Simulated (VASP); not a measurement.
Here is a VASP 6.6.1 calculation.

INCAR

```
PREC = Accurate ; ENCUT = 520
EDIFF = 1E-6 ; ISMEAR = -1
SIGMA = 0.05 ; LREAL = F
LASPH = T ; NELM = 100
ALGO = Normal ; ISIF = 2
LWAVE = F ; LCHARG = F
GGA = PS ; NBANDS = 16
```

File KPOINTS:

```
Automatic mesh
0
Gamma
  10 10 6
```

POSCAR

```
AlN
1.0
    3.1130802435      0.0000000000      0.0000000000
   -1.5565401218      2.6960065749      0.0000000000
    0.0000000000      0.0000000000      4.9825389603
Al N
2 2
Direct
    0.6666666667      0.3333333333      0.4990111028
    0.3333333333      0.6666666667     -0.0009888972
    0.6666666667      0.3333333333      0.8809888972
    0.3333333333      0.6666666667      0.3809888972
```

Potentials or basis: VASP PAW PBE potentials, release 64 (Al, N).

Run with:

```console
$ cat potpaw_PBE.64/Al/POTCAR potpaw_PBE.64/N/POTCAR > POTCAR
$ mpirun -np 1 vasp_std > vasp.out
```

Estimate the pressure.

0.1 GPa.

What does it give for the band gap on the k mesh?

4.12 eV, direct.

Caveat: the PAW data sets were made with another functional, which shifts forces and pressure a little.

**Experimental background.**

“Self-assembly of well-separated AlN nanowires directly on sputtered metallic TiN films”, 2019, arxiv:1910.07391 quotes, for a bulk crystal of AlN at 10 K: band gap 6.034 eV (an exciton energy, a little under the gap).

Against the measured gap of AlN, 6.034 eV (an exciton energy, a little under the gap; 10 K; quoted in “Self-assembly of well-separated AlN nanowires directly on sputtered metallic TiN films”, 2019, arxiv:1910.07391), the calculated 4.12 eV is off by -1.92 eV. 2 values of this kind are on record (6.034 to 6.0343 eV); this one was drawn at random. The value is that of PBEsol on a finite k mesh, which can miss the band edges, without temperature or zero-point motion. Semilocal functionals fall short of measured gaps as a rule.
